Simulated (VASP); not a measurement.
A run of VASP 6.6.1:

The input INCAR:

```
SYSTEM = Be
PREC = Accurate ; ENCUT = 520
EDIFF = 1E-7 ; ISMEAR = -1
SIGMA = 0.05 ; LREAL = .FALSE.
LASPH = .TRUE. ; NELM = 100
ALGO = Normal ; ISIF = 2
LWAVE = .FALSE. ; LCHARG = .FALSE.
NBANDS = 7
```

Contents of KPOINTS:

```
Automatic mesh
0
G
  21 21 21
  0 0 0
```

File POSCAR:

```
Be
1.0
    0.0000000000      1.5533224679      1.5533224679
    1.5533224679      0.0000000000      1.5533224679
    1.5533224679      1.5533224679      0.0000000000
Be
1
Direct
    0.0000000000      0.0000000000      0.0000000000
```

Potentials or basis: VASP PAW LDA potentials, release 64 (Be).

Command:

```sh
$ cat potpaw_LDA.64/Be/POTCAR > POTCAR
$ mpirun -np 1 vasp_std > vasp.out
```

Hardware: 1 thread of Intel(R) Xeon(R) 6975P-C (Granite Rapids), with other jobs on the host.

Question: Estimate the wall time of this run.

Answer: Run time: 3.2 s on 1 thread of Intel(R) Xeon(R) 6975P-C (Granite Rapids) (shared host), peak memory 0.11 GiB. Counts: scf iterations 10, k points 286.
